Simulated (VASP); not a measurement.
# SrCl2: single point with PBEsol

Crystal: SrCl2.

```
CELL_PARAMETERS angstrom
0.00000 3.48550 3.48550
3.48550 0.00000 3.48550
3.48550 3.48550 0.00000
ATOMIC_POSITIONS crystal
Sr 0.98758 0.02126 0.97874
Cl 0.26534 0.22372 0.27628
Cl 0.76534 0.72372 0.77628
```

This cell differs from its parent crystal: atoms displaced along a vibrational mode.

```json
{
  "Program": "VASP 6.6.1",
  "Task": "single point",
  "Functional": "PBEsol",
  "Potentials or basis": "VASP PAW PBE potentials, release 64 (Sr_sv, Cl)",
  "Cutoff": "520 eV",
  "k mesh": "6 × 6 × 6",
  "Occupations": "gaussian, width 0.05 eV",
  "Spin": "no spin polarisation"
}
```

- Pressure: 0.0 GPa
- Largest force: 0.724 eV/Å
- Band gap on the k mesh: 5.08 eV (least direct gap 5.34 eV)

Forces on the atoms (eV/Å):
```
Sr   0.000  0.689 -0.222
Cl  -0.095 -0.345  0.111
Cl   0.095 -0.345  0.111
```

Stress tensor (GPa, compression positive):
```
 0.20  0.00  0.00
 0.00 -0.24 -0.43
 0.00 -0.43  0.16
```

Levels at points of the mesh, in eV from the valence-band top:
```tsv
k point	band 10	band 11	band 12	band 13	band 14	band 15
(0.00, 0.00, 0.00)	-0.46	-0.41	-0.41	5.08	5.90	6.19
(0.50, 0.00, 0.00)	-1.33	-1.14	-1.13	6.53	6.63	7.15
(0.00, 0.50, 0.00)	-1.34	-1.14	-1.12	6.52	6.63	6.94
(0.50, 0.50, 0.00)	-0.62	-0.41	0.00	5.34	6.88	7.32
(0.00, 0.50, 0.50)	-0.63	-0.41	0.00	5.34	6.87	7.38
(0.50, 0.00, 0.50)	-0.48	-0.46	-0.07	5.39	7.09	7.31
```

Run time: 3.2 min on 1 thread of Oxide Virtual Turin-like Processor, with other jobs on the host, peak memory 0.26 GiB.

Caveat: the cell differs from its parent crystal (atoms displaced along a vibrational mode); the PAW data sets were made with another functional, which shifts forces and pressure a little. A k mesh can miss the band edges.
